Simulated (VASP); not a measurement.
# KCl (P-1) in VASP: a series of runs, part 2 of 2

VASP 6.6.1. Earlier steps stand in the parts before.

## Step 3: Single point, PBEsol (atoms displaced along a vibrational mode, the cell strained)

The input, INCAR:

```
  ALGO = Normal
  EDIFF = 1E-7
  ENCUT = 520
  GGA = PS
  ISIF = 2
  ISMEAR = 0
  LASPH = True
  LCHARG = False
  LREAL = False
  LWAVE = False
  NBANDS = 24
  NELM = 60
  PREC = Accurate
  SIGMA = 0.05
```

The input, KPOINTS:

```
k-points
0
Gamma
  6 6 6
```

The input, POSCAR:

```
KCl
1.0
    0.0000000000     -3.1207041401     -2.9022548503
   -3.1207041401      0.0000000000     -2.9022548503
    3.1207041401      3.1207041401     -5.8045097006
K Cl
2 2
Direct
    0.5000000000      0.5000000000      0.5000000000
    0.0000000000      1.0000000000      0.0000000000
    0.8049809285      0.7747643635      0.7500000000
    0.1950190715      0.2252356365      0.2500000000
```

Potentials or basis: VASP PAW PBE potentials, release 64 (K_sv, Cl).

Command:

```bash
$ cat potpaw_PBE.64/K_sv/POTCAR potpaw_PBE.64/Cl/POTCAR > POTCAR
$ mpirun -np 1 vasp_std > vasp.out
```

OUTCAR:

```text
EDIFF = 1E-7
   ENCUT = 520
   GGA = PS
   ISIF = 2
   ISMEAR = 0
   LASPH = True
   LREAL = False
   NELM = 60
   PREC = Accurate

 ion  position               nearest neighbor table
   1  0.500  0.500  0.500-   4 2.96   3 2.96   3 3.06   4 3.06   3 3.14   4 3.14
   2  0.000  0.000  0.000-   3 2.68   4 2.68   3 3.21   4 3.21
   3  0.805  0.775  0.750-   2 2.68   1 2.96   1 3.06   1 3.14   2 3.21
   4  0.195  0.225  0.250-   2 2.68   1 2.96   1 3.06   1 3.14   2 3.21

  LATTYP: Found a base centered monoclinic cell.
 ALAT       =     7.2917708086
 B/A-ratio  =     0.6052497034
 C/A-ratio  =     1.0000000000
 COS(beta)  =    -0.2673455931

  Lattice vectors:

 A1 = (   0.0000000000,   3.1207041401,   2.9022548503)
 A2 = (   3.1207041401,   0.0000000000,   2.9022548503)
 A3 = (   3.1207041401,   3.1207041401,  -5.8045097006)

Analysis of symmetry for initial positions (statically):
=====================================================================
 Subroutine PRICEL returns:
 Original cell was already a primitive cell.

[... 167 lines left out ...]
  ext. energy  EPLUGINS =         0.00000000
  ---------------------------------------------------
  free energy    TOTEN  =       -13.64687935 eV

  energy without entropy =      -13.64687935  energy(sigma->0) =      -13.64687935

 E-fermi :  -1.1303     XC(G=0):  -8.1183

 val. band max:       -1.3310419933   @ k =   0.0000   0.0000   0.0000
 cond. band min:       3.7779716779   @ k =   0.0000   0.0000   0.0000
 fundamental gap:      5.1090136711
 Fermi energy:        -1.1302883676

 k-point     1 :       0.0000    0.0000    0.0000
  band No.  band energies     occupation
      1     -28.3112      2.00000
      2     -28.2238      2.00000
      3     -14.0712      2.00000
      4     -13.7191      2.00000
      5     -11.8871      2.00000
      6     -11.8617      2.00000
[... 637 lines left out ...]
     23       8.4974      0.00000
     24       8.8456      0.00000

 [... further k-points ...]
[... 5 lines left out ...]
  --------------------------------------------------------------------------------------
  -------------------------------------------------------------------------------------
  Total        0.4182455      0.9135324      5.7771631     -0.0196069     -0.4821965     -0.2231389
  in kB        5.9270852     12.9459465     81.8699412     -0.2778558     -6.8333534     -3.1621694
  external PRESSURE =      33.5809910 kB  Pullay stress =       0.0000000 kB

 VOLUME and BASIS-vectors are now :
 -----------------------------------------------------------------------------
  energy-cutoff  :      520.00
  volume of cell :      113.06
      direct lattice vectors                 reciprocal lattice vectors
     0.000000000 -3.120704140 -2.902254850     0.080110125 -0.240330376 -0.086139920
    -3.120704140  0.000000000 -2.902254850    -0.240330376  0.080110125 -0.086139920
     3.120704140  3.120704140 -5.804509701     0.080110125  0.080110125 -0.086139920

 POSITION                                       TOTAL-FORCE (eV/Angst)
 -----------------------------------------------------------------------------------
      0.00000      0.00000     -5.80451        -0.000000      0.000000     -0.000000
      0.00000      0.00000      0.00000        -0.000000      0.000000      0.000000
     -0.07728     -0.17158     -8.93821         0.083067      0.216796      1.037286
      0.07728      0.17158     -2.67081        -0.083067     -0.216796     -1.037286
 -----------------------------------------------------------------------------------
    total drift:                               -0.000000     -0.000000      0.000000

  FREE ENERGIE OF THE ION-ELECTRON SYSTEM (eV)
  ---------------------------------------------------
  free  energy   TOTEN  =       -13.6468793527 eV

  energy  without entropy=      -13.6468793527  energy(sigma->0) =      -13.64687935
```

OSZICAR:

```text
N       E                     dE             d eps       ncg     rms          rms(c)
DAV:   1     0.238300101072E+03    0.23830E+03   -0.14564E+04  5376   0.121E+03
DAV:   2     0.363537446076E+01   -0.23466E+03   -0.22043E+03  6744   0.310E+02
DAV:   3    -0.137625250218E+02   -0.17398E+02   -0.17301E+02  8920   0.740E+01
DAV:   4    -0.141528581800E+02   -0.39033E+00   -0.38965E+00  7800   0.107E+01
DAV:   5    -0.141645085340E+02   -0.11650E-01   -0.11650E-01  8008   0.146E+00    0.683E+00
DAV:   6    -0.136541335337E+02    0.51038E+00   -0.91043E-01  6768   0.436E+00    0.523E+00
DAV:   7    -0.136280001026E+02    0.26133E-01   -0.33873E-01  7048   0.273E+00    0.262E+00
DAV:   8    -0.136455761103E+02   -0.17576E-01   -0.68543E-02  7896   0.146E+00    0.452E-01
DAV:   9    -0.136456319873E+02   -0.55877E-04   -0.52290E-03  7088   0.372E-01    0.189E-01
DAV:  10    -0.136468577215E+02   -0.12257E-02   -0.15539E-03  6904   0.233E-01    0.432E-02
DAV:  11    -0.136468635429E+02   -0.58214E-05   -0.11282E-04  7104   0.525E-02    0.201E-02
DAV:  12    -0.136468722781E+02   -0.87352E-05   -0.11039E-05  7040   0.178E-02    0.946E-03
DAV:  13    -0.136468786526E+02   -0.63744E-05   -0.70462E-06  7056   0.133E-02    0.315E-03
DAV:  14    -0.136468792540E+02   -0.60141E-06   -0.82107E-07  7248   0.533E-03    0.110E-03
DAV:  15    -0.136468793527E+02   -0.98702E-07   -0.10455E-07  5936   0.193E-03
   1 F= -.13646879E+02 E0= -.13646879E+02  d E =-.130248E-10
```

Run time: 4.6 min. Hardware: 1 thread of Intel Xeon 8259CL, shared host; peak memory 0.39 GiB.

What came out:

```yaml
Free_energy: -13.6469 eV
Pressure: 3.4 GPa
Largest_force: 1.063 eV/Å
Band_gap_on_the_k_mesh: 5.11 eV
```

Forces in eV/Å, atoms in the order of the input:
```
K    0.000  0.000  0.000
K    0.000  0.000  0.000
Cl   0.083  0.217  1.037
Cl  -0.083 -0.217 -1.037
```

Levels at points of the mesh, in eV from the valence-band top:
| k point | band 14 | band 15 | band 16 | band 17 | band 18 | band 19 |
| --- | --- | --- | --- | --- | --- | --- |
| (0.00, 0.00, 0.00) | -0.19 | -0.15 | 0.00 | 5.11 | 7.53 | 7.93 |
| (0.50, 0.00, 0.00) | -0.56 | -0.44 | -0.34 | 6.98 | 7.38 | 8.21 |
| (0.00, 0.50, 0.00) | -0.53 | -0.52 | -0.38 | 7.04 | 7.32 | 8.17 |
| (0.50, 0.50, 0.00) | -0.62 | -0.48 | -0.45 | 6.06 | 7.62 | 8.45 |
| (0.00, 0.00, 0.50) | -0.41 | -0.38 | -0.25 | 6.24 | 6.50 | 7.98 |
| (0.50, 0.00, 0.50) | -0.60 | -0.39 | -0.23 | 6.23 | 7.56 | 8.39 |
| (0.00, 0.50, 0.50) | -0.56 | -0.37 | -0.22 | 6.28 | 7.51 | 8.21 |
| (0.50, 0.50, 0.50) | -0.53 | -0.49 | -0.46 | 6.81 | 7.25 | 8.21 |

Caveat: the cell differs from its parent crystal (atoms displaced along a vibrational mode, the cell strained); the stress differs along the axes, from 1 to 8 GPa; the PAW data sets were made with another functional, which shifts forces and pressure a little.

## Step 4: Single point, PBEsol (atoms displaced along a vibrational mode, the cell strained)

The input, INCAR:

```
SYSTEM = KCl
PREC = Accurate
ENCUT = 520
EDIFF = 1E-6
ISMEAR = 0
SIGMA = 0.05
LREAL = .False.
LASPH = .True.
NELM = 100
ALGO = Normal
ISIF = 2
LWAVE = .False.
LCHARG = .False.
GGA = PS
NBANDS = 24
```

The input, KPOINTS:

```
Automatic mesh
0
Gamma
  6 6 6
  0 0 0
```

Edit POSCAR of step 3 so:

```diff
@@ -10,3 +10,3 @@
     0.0000000000      1.0000000000      0.0000000000
-    0.8049809285      0.7747643635      0.7500000000
-    0.1950190715      0.2252356365      0.2500000000
+    0.7829885571      0.7648586181      0.7500000000
+    0.2170114429      0.2351413819      0.2500000000
```

Command:

```bash
$ cat potpaw_PBE.64/K_sv/POTCAR potpaw_PBE.64/Cl/POTCAR > POTCAR
$ mpirun -np 1 vasp_std > vasp.out
```

It took 3.9 min on 1 thread of Intel Xeon 8259CL, shared host; peak memory 0.39 GiB.

It converged, with:

| Item | Value |
| --- | --- |
| Free energy | -13.8255 eV |
| Pressure | 2.6 GPa |
| Largest force | 0.609 eV/Å |
| Band gap on the k mesh | 5.20 eV |

Forces in eV/Å, atoms in the order of the input:
```
K    0.000  0.000  0.000
K    0.000  0.000  0.000
Cl   0.058  0.138  0.590
Cl  -0.058 -0.138 -0.590
```

Stress tensor (GPa, compression positive):
```
 0.57 -0.01 -0.11
-0.01  0.82 -0.23
-0.11 -0.23  6.32
```

Levels at points of the mesh, in eV from the valence-band top:
| k point | band 13 | band 14 | band 15 | band 16 | band 17 | band 18 | band 19 | band 20 |
| --- | --- | --- | --- | --- | --- | --- | --- | --- |
| (0.00, 0.00, 0.00) | -0.53 | -0.13 | -0.12 | 0.00 | 5.20 | 7.58 | 8.03 | 8.05 |
| (0.50, 0.00, 0.00) | -0.68 | -0.48 | -0.48 | -0.35 | 7.11 | 7.37 | 8.34 | 8.48 |
| (0.00, 0.50, 0.00) | -0.64 | -0.53 | -0.46 | -0.37 | 7.15 | 7.33 | 8.33 | 8.49 |
| (0.50, 0.50, 0.00) | -0.57 | -0.55 | -0.43 | -0.42 | 6.10 | 7.61 | 8.56 | 8.85 |
| (0.00, 0.00, 0.50) | -0.36 | -0.35 | -0.33 | -0.26 | 6.42 | 6.58 | 8.03 | 8.06 |
| (0.50, 0.00, 0.50) | -0.56 | -0.54 | -0.34 | -0.23 | 6.25 | 7.59 | 8.48 | 8.66 |
| (0.00, 0.50, 0.50) | -0.55 | -0.53 | -0.33 | -0.23 | 6.26 | 7.57 | 8.41 | 8.65 |
| (0.50, 0.50, 0.50) | -0.56 | -0.52 | -0.48 | -0.44 | 6.96 | 7.23 | 8.31 | 8.42 |

Caveat: the cell differs from its parent crystal (atoms displaced along a vibrational mode, the cell strained); the stress differs along the axes, from 1 to 6 GPa; the PAW data sets were made with another functional, which shifts forces and pressure a little. A k mesh can miss the band edges.

## Step 5: Summary

| cell | gap on the mesh (eV) | pressure (GPa) | largest force (eV/Å) |
| --- | --- | --- | --- |
| a = 4.570, b = 4.570, c = 8.005 Å, angles 69.9, 69.9, 57.7°, 4 atoms, atomic positions A | 4.85 | -0.6 | 0.20 |
| a = 4.262, b = 4.262, c = 7.292 Å, angles 76.8, 76.8, 62.4°, 4 atoms, atomic positions B | 5.11 | 3.4 | 1.06 |
| a = 4.262, b = 4.262, c = 7.292 Å, angles 76.8, 76.8, 62.4°, 4 atoms, atomic positions A | 5.20 | 2.6 | 0.61 |

Alike in all rows: task single point; level PBEsol; potentials or basis VASP PAW PBE potentials, release 64 (K_sv, Cl); no spin polarisation; k mesh 6 × 6 × 6; cutoff (eV) 520; smearing gaussian 0.05 eV.

Caveats: the PAW data sets were made with another functional, which shifts forces and pressure a little; the stress differs along the axes, from 1 to 8 GPa (at least some runs); the stress differs along the axes, from 1 to 6 GPa (at least some runs).

Absolute energies hang on the potentials; compare differences alone.
